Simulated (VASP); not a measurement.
Runs of VASP 6.6.1 on HfO2. The structure is that of space group F-43m (No. 216), or close to it. The cells are those of the table. 

```csv
task,cell,k mesh,cutoff (eV),smearing,gap on the mesh (eV),pressure (GPa),relaxed volume (Å³/atom)
single point,"a = 3.763 Å, angles 60.0°, 3 atoms",6 × 6 × 6,520,gaussian 0.1 eV,1.70,-27.3,-
relaxation of cell and atoms,"relaxed from a = 3.571 Å, angles 60.0°, 3 atoms",10 × 10 × 10,600,gaussian 0.02 eV,(a),0.0,10.59
single point,"a = 3.571 Å, angles 60.0°, 3 atoms",10 × 10 × 10,520,gaussian 0.02 eV,2.28,-2.8,-
relaxation of cell and atoms,"relaxed from a = 3.763 Å, angles 60.0°, 3 atoms",6 × 6 × 6,600,gaussian 0.1 eV,2.31,-0.2,(b)
single point,"a = 3.571 Å, angles 60.0°, 3 atoms",6 × 6 × 6,520,gaussian 0.1 eV,2.28,-2.8,-
```

Alike in all rows: level PBE; potentials or basis VASP PAW PBE potentials, release 64 (Hf_pv, O); no spin polarisation.

Task: Fill in the values left out.

Result: (a) 2.30; (b) 10.60.

Caveats: spin-orbit coupling is left out, which moves the levels of the heavy elements; the volume moved by over 15 % at a fixed basis, so the end points are rough (some runs).

A k mesh can miss the band edges, and the runs leave out spin-orbit coupling on Hf.
